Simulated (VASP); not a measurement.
# Sb2Te2O3 (P-6m2) in VASP: notebook, part 2 of 2

VASP 6.6.1.

## (3) Relaxation of cell and atoms, PBE

This run uses another cell than the first one, of 25.09 Å³/atom.

INCAR reads:

```
ALGO     = Normal         # electronic algorithm
EDIFF    = 1E-6           # SCF threshold, eV
EDIFFG   = -0.08          # ionic threshold
ENCUT    = 600            # plane-wave cutoff, eV
GGA      = PE             # functional
IBRION   = 2              # ionic algorithm
ISIF     = 3              # what is computed and relaxed
ISMEAR   = 0              # smearing method
LASPH    = True           # aspherical terms in the spheres
LCHARG   = False          # write CHGCAR
LREAL    = False          # projectors in reciprocal space
LWAVE    = False          # write WAVECAR
NELM     = 80             # most SCF steps
NSW      = 36             # ionic steps
PREC     = Accurate       # precision mode
SIGMA    = 0.15           # smearing width, eV
```

KPOINTS reads:

```
k-points
0
Gamma
  3 3 2
```

POSCAR reads:

```
Sb2Te2O3
1.0
    4.5383521700      0.0000000000      0.0000000000
   -2.2691760900      3.9303282700      0.0000000000
    0.0000000000      0.0000000000      9.8448518200
Sb Te O
2 2 3
Direct
    0.3333333300      0.6666666700      0.3369358000
    0.3333333300      0.6666666700      0.6630642000
    0.0000000000      0.0000000000      0.0000000000
    0.6666666700      0.3333333300      0.0000000000
    0.3333333300      0.6666666700      0.5000000000
    0.6666666700      0.3333333300      0.1794076800
    0.6666666700      0.3333333300      0.8205923200
```

Potentials or basis: VASP PAW PBE potentials, release 64 (Sb, Te, O).

On the command line:

```bash
> cat potpaw_PBE.64/Sb/POTCAR potpaw_PBE.64/Te/POTCAR potpaw_PBE.64/O/POTCAR > POTCAR
> mpirun -np 1 vasp_std > vasp.out
```

OUTCAR:

```text
EDIFF = 1E-6
   EDIFFG = -0.08
   ENCUT = 600
   GGA = PE
   IBRION = 2
   ISIF = 3
   ISMEAR = 0
   LASPH = True
   LREAL = False
   NELM = 80
   NSW = 36
   PREC = Accurate

 ion  position               nearest neighbor table
   1  0.333  0.667  0.337-   5 1.61   2 3.21
   2  0.333  0.667  0.663-   5 1.61   1 3.21
   3  0.000  0.000  0.000-   4 2.62   4 2.62   4 2.62
   4  0.667  0.333  0.000-   6 1.77   7 1.77   3 2.62   3 2.62   3 2.62
   5  0.333  0.667  0.500-   1 1.61   2 1.61
   6  0.667  0.333  0.179-   4 1.77
   7  0.667  0.333  0.821-   4 1.77

  LATTYP: Found a hexagonal cell.
 ALAT       =     4.5383521700
 C/A-ratio  =     2.1692569134

  Lattice vectors:

 A1 = (   4.5383521700,   0.0000000000,   0.0000000000)
 A2 = (  -2.2691760900,   3.9303282700,   0.0000000000)
 A3 = (   0.0000000000,   0.0000000000,   9.8448518200)

Analysis of symmetry for initial positions (statically):
=====================================================================
 Subroutine PRICEL returns:
 Original cell was already a primitive cell.

 Routine SETGRP: Setting up the symmetry group for a
 hexagonal supercell.

 Subroutine GETGRP returns: Found 12 space group operations
 (whereof 12 operations were pure point group operations)
[... 147 lines left out ...]

 number of electron      40.0000009 magnetization

 Free energy of the ion-electron system (eV)
  ---------------------------------------------------
  ext. energy  EPLUGINS =         0.00000000
  ---------------------------------------------------
  free energy    TOTEN  =       -20.07772229 eV

  energy without entropy =      -20.00423959  energy(sigma->0) =      -20.04098094

------------------------ aborting loop because EDIFF is reached ----------------------------------------

  FORCE on cell =-STRESS in cart. coord.  units (eV):
  Direction    XX          YY          ZZ          XY          YZ          ZX
  --------------------------------------------------------------------------------------
  -------------------------------------------------------------------------------------
  Total       10.6845572     10.6845572     94.2449203     -0.0000000      0.0000000     -0.0000000
  in kB       97.4834544     97.4834543    859.8690778     -0.0000001      0.0000000     -0.0000000
  external PRESSURE =     351.6119955 kB  Pullay stress =       0.0000000 kB
[... 445 lines left out ...]
     23       7.0009      0.00000
     24       7.5242      0.00000

[... ionic steps 4 to 30 ...]

--------------------------------------- Ionic step       31  -------------------------------------------

 number of electron      40.0000011 magnetization

------------------------ aborting loop because EDIFF is reached ----------------------------------------
[... 77 lines left out ...]
--------------------------------------- Ionic step       33  -------------------------------------------

 number of electron      40.0000010 magnetization

 Free energy of the ion-electron system (eV)
  ---------------------------------------------------
  ext. energy  EPLUGINS =         0.00000000
  ---------------------------------------------------
  free energy    TOTEN  =       -30.24801717 eV

  energy without entropy =      -30.20248034  energy(sigma->0) =      -30.22524876

 E-fermi :   4.7852     XC(G=0):  -8.6562

 val. band max:        4.7463604969   @ k =   0.3333   0.3333   0.5000
 cond. band min:       4.8596679965   @ k =   0.3333   0.0000   0.0000
 fundamental gap:      0.1133074996
 Fermi energy:         4.7851502637
[... 194 lines left out ...]
  FREE ENERGIE OF THE ION-ELECTRON SYSTEM (eV)
  ---------------------------------------------------
  free  energy   TOTEN  =       -30.2480171730 eV

  energy  without entropy=      -30.2024803399  energy(sigma->0) =      -30.22524876

 reached required accuracy - stopping structural energy minimisation
```

OSZICAR:

```text
N       E                     dE             d eps       ncg     rms          rms(c)
DAV:   1     0.339952349474E+03    0.33995E+03   -0.17947E+04   288   0.156E+03
DAV:   2     0.157508839416E+02   -0.32420E+03   -0.31900E+03   384   0.295E+02
DAV:   3    -0.281419042092E+02   -0.43893E+02   -0.43262E+02   368   0.118E+02
[... 541 lines left out ...]
DAV:   4    -0.302480871818E+02    0.16283E-03   -0.61334E-04   400   0.159E-01    0.754E-02
DAV:   5    -0.302480261130E+02    0.61069E-04   -0.13043E-04   384   0.759E-02    0.333E-02
DAV:   6    -0.302480186046E+02    0.75084E-05   -0.55191E-05   376   0.465E-02    0.140E-02
DAV:   7    -0.302480172530E+02    0.13517E-05   -0.79629E-06   328   0.182E-02    0.474E-03
DAV:   8    -0.302480171730E+02    0.79926E-07   -0.18111E-06   176   0.778E-03
  33 F= -.30248017E+02 E0= -.30225249E+02  d E =-.405224E-02
```

Wall time 12 min (1 thread of Intel Xeon 6975P-C (Granite Rapids), shared host); peak memory 0.35 GiB.

What came out:

```
Free energy                           : -30.2480 eV
Relaxed volume                        : 24.95 Å³/atom
Relaxed cell                          : a = 4.859 Å, b = 4.859 Å, c = 8.542 Å, α = 90.00°, β = 90.00°, γ = 120.00°
Space group after relaxing (to 0.1 Å) : P-6m2 (No. 187)
Energy gained by relaxing             : 1452.9 meV/atom
Ionic steps                           : 33
Pressure after relaxing               : -0.3 GPa
Largest force after relaxing          : 0.023 eV/Å
Band gap on the k mesh                : zero (bands 20 and 21 overlap by 0.91 eV)
```

Forces in eV/Å, atoms in the order of the input:
```
Sb   0.000  0.000  0.023
Sb   0.000  0.000 -0.023
Te   0.000  0.000  0.000
Te   0.000  0.000  0.000
O    0.000  0.000  0.000
O    0.000  0.000  0.007
O    0.000  0.000 -0.007
```

Step by step:
| step | energy change (eV) | largest force (eV/Å) | pressure (GPa) | volume (Å³) |
| --- | --- | --- | --- | --- |
| 1 | 0.0000 | 22.3322 | 35.16 | 175.60 |
| 2 | 2.8263 | 0.1938 | -8.52 | 333.89 |
| 3 | 1.2637 | 0.2432 | -7.32 | 309.12 |
| 4 | 0.2736 | 0.1671 | -6.54 | 291.99 |
| 5 | -3.9607 | 1.3563 | -5.02 | 231.15 |
| 6 | -6.8890 | 2.1582 | -2.58 | 202.73 |
| 7 | -7.8241 | 2.1303 | 2.25 | 189.01 |
| 8 | -7.8481 | 2.8041 | 4.72 | 184.88 |
| 9 | -7.8601 | 2.5312 | 3.70 | 186.46 |
| 10 | -8.5865 | 0.9865 | -1.15 | 202.03 |
| 11 | -8.6912 | 0.3796 | -3.06 | 212.88 |
| 12 | -8.8285 | 3.0756 | 0.81 | 204.33 |
| 13 | -8.9061 | 1.5676 | -0.85 | 207.39 |
| 14 | -9.1874 | 1.5786 | -0.63 | 200.16 |
| 15 | -9.9012 | 1.3475 | 1.61 | 179.06 |
| 16 | -8.6632 | 1.7108 | 16.41 | 139.61 |
| 17 | -9.7141 | 2.3531 | 6.70 | 166.28 |
| 18 | -9.6052 | 2.0408 | 9.13 | 158.29 |
| 19 | -9.6542 | 1.8376 | 8.79 | 157.64 |
| 20 | -9.7267 | 1.2602 | 7.82 | 155.71 |
| 21 | -9.7291 | 1.1350 | 7.62 | 155.28 |
| 22 | -9.7796 | 1.0629 | 7.07 | 156.36 |
| 23 | -9.9106 | 0.8684 | 5.43 | 159.62 |
| 24 | -10.0855 | 0.5431 | 2.54 | 166.26 |
| 25 | -10.1248 | 0.5745 | -1.87 | 180.03 |
| 26 | -10.1544 | 0.4297 | -0.38 | 174.64 |
| 27 | -10.1545 | 0.4182 | -0.26 | 174.24 |
| 28 | -10.1579 | 0.3389 | -0.20 | 174.28 |
| 29 | -10.1647 | 0.1975 | -0.06 | 174.40 |
| 30 | -10.1615 | 0.4436 | 0.23 | 174.65 |
| 31 | -10.1662 | 0.1784 | 0.03 | 174.49 |
| 32 | -10.1689 | 0.1088 | -0.10 | 174.56 |
| 33 | -10.1703 | 0.0229 | -0.29 | 174.67 |

Final structure:
```
CELL_PARAMETERS angstrom
4.85930 0.00000 0.00000
-2.42965 4.20828 0.00000
0.00000 0.00000 8.54154
ATOMIC_POSITIONS crystal
Sb 0.33333 0.66667 0.27190
Sb 0.33333 0.66667 0.72810
Te 0.00000 0.00000 0.00000
Te 0.66667 0.33333 0.00000
O 0.33333 0.66667 0.50000
O 0.66667 0.33333 0.25429
O 0.66667 0.33333 0.74571
```

Caveat: the k points lie up to 0.50 Å⁻¹ apart in the final cell, too coarse for converged energies and pressures of a metal; spin-orbit coupling is left out, which moves the levels of the heavy elements.

The gap in the log of VASP goes by the Fermi energy; the results here count the filled bands.